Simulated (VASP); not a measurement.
# ZnS (P6_3mc) in VASP: further runs, part 2 of 2

VASP 6.6.1. Earlier steps stand in the parts before.

### 4 Single point, PBE (volume scaled by 1.06)

INCAR reads:

```
ALGO     = Normal         # electronic algorithm
EDIFF    = 1E-6           # SCF threshold, eV
ENCUT    = 520            # plane-wave cutoff, eV
GGA      = PE             # functional
ISIF     = 2              # what is computed and relaxed
ISMEAR   = -1             # smearing method
LASPH    = True           # aspherical terms in the spheres
LCHARG   = False          # write CHGCAR
LREAL    = False          # projectors in reciprocal space
LWAVE    = False          # write WAVECAR
NBANDS   = 26             # bands
NELM     = 60             # most SCF steps
PREC     = Accurate       # precision mode
SIGMA    = 0.03           # smearing width, eV
```

KPOINTS reads:

```
k-points
0
Gamma
  8 8 5
```

POSCAR reads:

```
ZnS
1.0
    3.8857432240      0.0000000000      0.0000000000
   -1.9428716120      3.3651523445      0.0000000000
    0.0000000000      0.0000000000      6.3562663350
Zn S
2 2
Direct
    0.3333333333      0.6666666667      0.0000000000
    0.6666666667      0.3333333333      0.5000000000
    0.3333333333      0.6666666667      0.3850000000
    0.6666666667      0.3333333333      0.8850000000
```

Potentials or basis: VASP PAW PBE potentials, release 64 (Zn, S).

Command:

```sh
$ cat potpaw_PBE.64/Zn/POTCAR potpaw_PBE.64/S/POTCAR > POTCAR
$ mpirun -np 1 vasp_std > vasp.out
```

OUTCAR:

```text
EDIFF = 1E-6
   ENCUT = 520
   GGA = PE
   ISIF = 2
   ISMEAR = -1
   LASPH = True
   LREAL = False
   NELM = 60
   PREC = Accurate

 ion  position               nearest neighbor table
   1  0.333  0.667  0.000-   4 2.36   4 2.36   4 2.36   3 2.45
   2  0.667  0.333  0.500-   3 2.36   3 2.36   3 2.36   4 2.45
   3  0.333  0.667  0.385-   2 2.36   2 2.36   2 2.36   1 2.45
   4  0.667  0.333  0.885-   1 2.36   1 2.36   1 2.36   2 2.45

  LATTYP: Found a hexagonal cell.
 ALAT       =     3.8857432240
 C/A-ratio  =     1.6357916539

  Lattice vectors:

 A1 = (   3.8857432240,   0.0000000000,   0.0000000000)
 A2 = (  -1.9428716120,   3.3651523445,   0.0000000000)
 A3 = (   0.0000000000,   0.0000000000,   6.3562663350)

Analysis of symmetry for initial positions (statically):
=====================================================================
 Subroutine PRICEL returns:
 Original cell was already a primitive cell.

 Routine SETGRP: Setting up the symmetry group for a
 hexagonal supercell.

 Subroutine GETGRP returns: Found 12 space group operations
 (whereof  6 operations were pure point group operations)
 out of a pool of 24 trial point group operations.

The static configuration has the point symmetry C_3v.
 The point group associated with its full space group is C_6v.

Analysis of symmetry for dynamics (positions and initial velocities):
=====================================================================
 Subroutine PRICEL returns:
 Original cell was already a primitive cell.

 Routine SETGRP: Setting up the symmetry group for a
 hexagonal supercell.

 Subroutine GETGRP returns: Found 12 space group operations
 (whereof  6 operations were pure point group operations)
 out of a pool of 24 trial point group operations.
[... 114 lines left out ...]
   POTIM  = 0.5000    time-step for ionic-motion
   TEBEG  =    0.0;   TEEND  =   0.0 temperature during run
   PSTRESS=    0.0 pullay stress
   NELECT =      36.0000    total number of electrons
   NUPDOWN=      -1.0000    fix difference up-down
   EMIN   =  10.00;   EMAX   =-10.00  energy-range for DOS
   EFERMI =   0.00;   METHOD = LEGACY
   ISMEAR =    -1;   SIGMA  =   0.03  broadening in eV -4-tet -1-fermi 0-gaus
   EFERMI_NEDOS =   21; number of points for ismear=-14 and -15
   IALGO  =     38    algorithm
   IMIX   =      4    mixing-type and parameters
     AMIX     =   0.40;   BMIX     =  1.00
     AMIX_MAG =   1.60;   BMIX_MAG =  1.00
  volume/ion in A,a.u.               =      20.78       140.22
  Fermi-wavevector in a.u.,A,eV,Ry     =   1.238650  2.340710 20.874799  1.534254
  Thomas-Fermi vector in A             =   2.373167
   LORBIT       =      0    0 simple, 1 ext, 2 COOP (PROOUT), +10 PAW based schemes
   GGA     = PE    functional components
   LHFCALC =     F    Hartree Fock is set to
   AEXX    =    0.0000 exact exchange contribution
   IVDW    =     0    specifies the selected vdW correction
   LEPSILON=     F    determine dielectric tensor
   LRPA    =     F    only Hartree local field effects (RPA)
 non-spin polarized calculation
  energy-cutoff  :      520.00
  volume of cell :       83.12
 maximum number of plane-waves:      2255
 NGX is ok and might be reduce to    30
   NGX = 15   NGY = 15   NGZ = 23

 number of electron      36.0000025 magnetization

 Free energy of the ion-electron system (eV)
  ---------------------------------------------------
  ext. energy  EPLUGINS =         0.00000000
  ---------------------------------------------------
  free energy    TOTEN  =       -13.66463416 eV

  energy without entropy =      -13.66463416  energy(sigma->0) =      -13.66463416

 E-fermi :   2.2707     XC(G=0):  -9.3792

 val. band max:        1.6458470264   @ k =   0.0000   0.0000   0.0000
 cond. band min:       3.6249051217   @ k =   0.0000   0.0000   0.0000
 fundamental gap:      1.9790580953
 Fermi energy:         2.2707333638

 k-point     1 :       0.0000    0.0000    0.0000
  band No.  band energies     occupation
      1     -11.1659      2.00000
      2     -10.3458      2.00000
      3      -4.5173      2.00000
      4      -4.5173      2.00000
      5      -4.4593      2.00000
      6      -4.4593      2.00000
[... 685 lines left out ...]
     25      10.4240      0.00000
     26      10.9098      0.00000

 [... further k-points ...]
[... 5 lines left out ...]
  --------------------------------------------------------------------------------------
  -------------------------------------------------------------------------------------
  Total       -0.6183165     -0.6183165     -1.2715634      0.0000000      0.0000000      0.0000000
  in kB      -11.9190196    -11.9190196    -24.5113757      0.0000000      0.0000000      0.0000000
  external PRESSURE =     -16.1164716 kB  Pullay stress =       0.0000000 kB

 VOLUME and BASIS-vectors are now :
 -----------------------------------------------------------------------------
  energy-cutoff  :      520.00
  volume of cell :       83.12
      direct lattice vectors                 reciprocal lattice vectors
     3.885743224  0.000000000  0.000000000     0.257351025  0.148581683  0.000000000
    -1.942871612  3.365152344  0.000000000     0.000000000  0.297163367  0.000000000
     0.000000000  0.000000000  6.356266335     0.000000000  0.000000000  0.157325063

 POSITION                                       TOTAL-FORCE (eV/Angst)
 -----------------------------------------------------------------------------------
     -0.00000      2.24343      0.00000        -0.000000     -0.000000      0.257182
      1.94287      1.12172      3.17813        -0.000000      0.000000      0.257182
     -0.00000      2.24343      2.44716        -0.000000      0.000000     -0.257182
      1.94287      1.12172      5.62530         0.000000     -0.000000     -0.257182
 -----------------------------------------------------------------------------------
    total drift:                               -0.000000     -0.000000      0.000454

  FREE ENERGIE OF THE ION-ELECTRON SYSTEM (eV)
  ---------------------------------------------------
  free  energy   TOTEN  =       -13.6646341586 eV

  energy  without entropy=      -13.6646341586  energy(sigma->0) =      -13.66463416
```

OSZICAR:

```text
N       E                     dE             d eps       ncg     rms          rms(c)
DAV:   1     0.243435218076E+03    0.24344E+03   -0.16916E+04  1560   0.164E+03
DAV:   2     0.108337811030E+02   -0.23260E+03   -0.22242E+03  1576   0.346E+02
DAV:   3    -0.139067311791E+02   -0.24741E+02   -0.24457E+02  1884   0.112E+02
DAV:   4    -0.145155016375E+02   -0.60877E+00   -0.60749E+00  1828   0.178E+01
DAV:   5    -0.145247584025E+02   -0.92568E-02   -0.92541E-02  1888   0.215E+00    0.892E+00
DAV:   6    -0.136726675617E+02    0.85209E+00   -0.16502E+00  2340   0.359E+01    0.695E+00
DAV:   7    -0.136680981024E+02    0.45695E-02   -0.11047E+00  1676   0.615E+00    0.330E+00
DAV:   8    -0.136635564665E+02    0.45416E-02   -0.35343E-02  1980   0.199E+00    0.861E-01
DAV:   9    -0.136642121156E+02   -0.65565E-03   -0.73851E-03  2080   0.140E+00    0.210E-01
DAV:  10    -0.136644044950E+02   -0.19238E-03   -0.73859E-04  1810   0.319E-01    0.879E-02
DAV:  11    -0.136646323766E+02   -0.22788E-03   -0.38508E-04  1618   0.121E-01    0.577E-02
DAV:  12    -0.136646307158E+02    0.16607E-05   -0.10112E-05  1844   0.218E-02    0.113E-02
DAV:  13    -0.136646341662E+02   -0.34503E-05   -0.59817E-06  1626   0.130E-02    0.427E-03
DAV:  14    -0.136646341586E+02    0.75479E-08   -0.14409E-07  1342   0.801E-03
   1 F= -.13664634E+02 E0= -.13664634E+02  d E =-.831308E-11
```

stdout:

```text
POSCAR found type information on POSCAR ZnS
 POSCAR found :  2 types and       4 ions
 scaLAPACK will be used
 LDA part: xc-table for (Slater+PW92), standard interpolation
 POSCAR, INCAR and KPOINTS ok, starting setup
 FFT: planning ... GRIDC
 FFT: planning ... GRID_SOFT
 FFT: planning ... GRID
 WAVECAR not read
 entering main loop
```

Run time: 48 s. Hardware: 1 thread of Intel Xeon Platinum 8375C at 2.90GHz (Ice Lake), shared host; peak memory 0.22 GiB.

Results:

| Quantity | Value |
| --- | --- |
| Free energy | -13.6646 eV |
| Pressure | -1.6 GPa |
| Largest force | 0.257 eV/Å |
| Band gap on the k mesh | 1.98 eV, direct |

Forces in eV/Å, atoms in the order of the input:
```
Zn   0.000  0.000  0.257
Zn   0.000  0.000  0.257
S    0.000  0.000 -0.257
S    0.000  0.000 -0.257
```

Stress tensor (GPa, compression positive):
```
-1.19  0.00  0.00
 0.00 -1.19  0.00
 0.00  0.00 -2.45
```

### 5 Single point, PBE (zz strain of -3 %)

INCAR reads:

```
  PREC = Accurate
  ENCUT = 520
  EDIFF = 1E-6
  ISMEAR = -1
  SIGMA = 0.03
  LREAL = F
  LASPH = T
  NELM = 100
  ALGO = Normal
  ISIF = 2
  LWAVE = F
  LCHARG = F
  GGA = PE
  NBANDS = 26
```

KPOINTS reads:

```
regular mesh
0
Gamma
  8 8 5
```

POSCAR reads:

```
ZnS
1.0
    3.8109987816      0.0000000000      0.0000000000
   -1.9054993908      3.3004217586      0.0000000000
    0.0000000000      0.0000000000      6.0469800000
Zn S
2 2
Direct
    0.3333333333      0.6666666667      0.0000000000
    0.6666666667      0.3333333333      0.5000000000
    0.3333333333      0.6666666667      0.3850000000
    0.6666666667      0.3333333333      0.8850000000
```

Command:

```sh
$ cat potpaw_PBE.64/Zn/POTCAR potpaw_PBE.64/S/POTCAR > POTCAR
$ mpirun -np 1 vasp_std > vasp.out
```

It took 82 s on 1 thread of Intel Xeon 6975P-C, shared host; peak memory 0.21 GiB.

It converged, with:

```yaml
Free_energy: -13.6006 eV
Pressure: 4.9 GPa
Largest_force: 0.144 eV/Å
Band_gap_on_the_k_mesh: 2.35 eV, direct
```

Forces on the atoms (eV/Å):
```
Zn   0.000  0.000  0.144
Zn   0.000  0.000  0.144
S    0.000  0.000 -0.144
S    0.000  0.000 -0.144
```

Stress tensor (GPa, compression positive):
```
4.24 0.00 0.00
0.00 4.24 0.00
0.00 0.00 6.33
```

Levels at points of the mesh, in eV from the valence-band top:
```csv
k point,band 15,band 16,band 17,band 18,band 19,band 20,band 21,band 22
"(0.00, 0.00, 0.00)",-1.08,-0.10,-0.10,0.00,2.35,2.77,6.09,6.09
"(0.50, 0.00, 0.00)",-3.39,-2.51,-1.72,-1.05,3.40,4.34,5.24,6.97
```

Caveat: the cell differs from its parent crystal (zz strain of -3 %).

### 6 Summary

| cell | gap on the mesh (eV) | pressure (GPa) | largest force (eV/Å) |
| --- | --- | --- | --- |
| a = 3.798, b = 3.798, c = 6.213 Å, angles 90.0, 90.0, 120.0°, 4 atoms | 2.30 | 3.3 | 0.34 |
| a = 3.836, b = 3.836, c = 6.275 Å, angles 90.0, 90.0, 120.0°, 4 atoms | 2.16 | 1.0 | 0.30 |
| a = 3.886, b = 3.886, c = 6.356 Å, angles 90.0, 90.0, 120.0°, 4 atoms | 1.98 | -1.6 | 0.26 |
| a = 3.811, b = 3.811, c = 6.047 Å, angles 90.0, 90.0, 120.0°, 4 atoms | 2.35 | 4.9 | 0.14 |

Alike in all rows: task single point; level PBE; potentials or basis VASP PAW PBE potentials, release 64 (Zn, S); no spin polarisation; k mesh 8 × 8 × 5; cutoff (eV) 520; smearing fermi-dirac 0.03 eV.

Total energies depend on the potentials used, so only differences within one code and one set of settings carry meaning.
